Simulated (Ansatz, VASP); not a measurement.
## Two plane-wave programs on Te

Contents of POSCAR:

```
Te
1.0
    2.2588318621      1.3041371837      1.6564347588
   -2.2588318621      1.3041371837      1.6564347588
    0.0000000000     -2.6082743673      1.6564347588
Te
1
Direct
    0.5000000000      0.5000000000      0.5000000000
```

File INCAR.step1:

```
ALGO     = Normal         # electronic algorithm
EDIFF    = 1E-4           # SCF threshold, eV
ENCUT    = 520            # plane-wave cutoff, eV
GGA      = PE             # functional
ISMEAR   = -1             # smearing method
LASPH    = T              # aspherical terms in the spheres
LCHARG   = F              # write CHGCAR
LREAL    = F              # projectors in reciprocal space
LWAVE    = T              # write WAVECAR
NBANDS   = 9              # bands
NELM     = 100            # most SCF steps
PREC     = Accurate       # precision mode
SIGMA    = 0.05           # smearing width, eV
```

File INCAR.step2:

```
ALGO     = Normal         # electronic algorithm
EDIFF    = 1E-6           # SCF threshold, eV
ENCUT    = 520            # plane-wave cutoff, eV
ISIF     = 2              # what is computed and relaxed
ISMEAR   = -1             # smearing method
ISTART   = 1            
LASPH    = T              # aspherical terms in the spheres
LCHARG   = F              # write CHGCAR
LMIXTAU  = T            
LREAL    = F              # projectors in reciprocal space
LWAVE    = F              # write WAVECAR
METAGGA  = R2SCAN         # meta-GGA
NBANDS   = 9              # bands
NELM     = 100            # most SCF steps
PREC     = Accurate       # precision mode
SIGMA    = 0.05           # smearing width, eV
```

The input KPOINTS:

```
k-points
0
Gamma
  9 9 9
```

File input.yaml:

```yaml
crystal:
  lattice:
    - [2.2588318621, 1.3041371837, 1.6564347588]
    - [-2.2588318621, 1.3041371837, 1.6564347588]
    - [0.0, -2.6082743673, 1.6564347588]
  atoms:
    - { symbol: Te, position: [0.5, 0.5, 0.5] }
hamiltonian:
  xc: r2scan
  pseudopotentials: { kind: paw }
kpoints:
  mp_grid: { grid: [9, 9, 9] }
scf:
  occupations: { method: fermi_dirac, width: 0.05 }
output:
  forces: true
  stress: true
  eigenvalues: true
```

Alike in both runs: task single point; functional r2SCAN; k mesh 9 × 9 × 9; occupations fermi-dirac, width 0.05 eV; no spin polarisation.

```csv
,VASP,Ansatz
version,VASP 6.6.1,Ansatz 0.2.0
potentials or method,"VASP PAW PBE potentials, release 64 (Te)",Ansatz PAW
plane-wave cutoff (eV),520,500
valence electrons in the cell,6,16
```

```tsv
	VASP	Ansatz	Ansatz less VASP
gap on the k mesh at the Fermi level (eV)	none	none	-
pressure (GPa)	6.5	6.5	+0.01
traceless stress, the component that is largest in VASP (GPa)	-0.74	-0.74	+0.001
```

VASP's potentials were made for PBE, not for r2SCAN. A gap of «none» marks a metal or a gap that the smearing closes. VASP's potentials hold 6 valence electrons a cell and Ansatz's 16, so a difference there can come from the potentials and not from the codes.

Spin-orbit coupling is off throughout.
